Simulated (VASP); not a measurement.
Input of a VASP 6.6.1 run:

Contents of INCAR:

```
SYSTEM = B2AsH2
ALGO = Normal ; EDIFF = 1E-6
EDIFFG = -0.01 ; ENCUT = 600
GGA = PE ; IBRION = 2
ISIF = 3 ; ISMEAR = 0
LASPH = .True. ; LCHARG = .False.
LREAL = .False. ; LWAVE = .False.
NELM = 100 ; NSW = 100
PREC = Accurate ; SIGMA = 0.1
```

KPOINTS

```
k-points
0
Gamma
  12 12 8
  0 0 0
```

Contents of POSCAR:

```
B2AsH2
1.0
    3.3138082915      0.0000000000      0.0000000000
    0.0000000000      3.3138082915      0.0000000000
    0.0000000000      0.0000000000      4.6469267926
B H As
2 2 1
Direct
    0.0000000000      0.0000000000      0.3215420919
    0.0000000000      0.0000000000      0.6784579081
    0.5000000000      0.5000000000      0.9142546669
    0.5000000000      0.5000000000      0.0857453331
    0.5000000000      0.5000000000      0.5000000000
```

Potentials or basis: VASP PAW PBE potentials, release 64 (B, H, As).

Launch:

```sh
$ cat potpaw_PBE.64/B/POTCAR potpaw_PBE.64/H/POTCAR potpaw_PBE.64/As/POTCAR > POTCAR
$ mpirun -np 1 vasp_std > vasp.out
```

Problem. Estimate the relaxed cell.

Solution. a = 3.451 Å, b = 3.451 Å, c = 4.301 Å, α = 90.00°, β = 90.00°, γ = 90.00°.

Problem. What does it give for the space group after relaxing (to 0.1 Å)?

Solution. P4/mmm (No. 123).

Problem. What does it give for the relaxed volume?

Solution. 10.25 Å³/atom.

Stress tensor (GPa, compression positive):
```
-0.01  0.00  0.00
 0.00 -0.01  0.00
 0.00  0.00 -0.11
```

Caveat: an odd number of electrons without spin polarisation forces a metal; a magnetic or distorted state may lie lower.
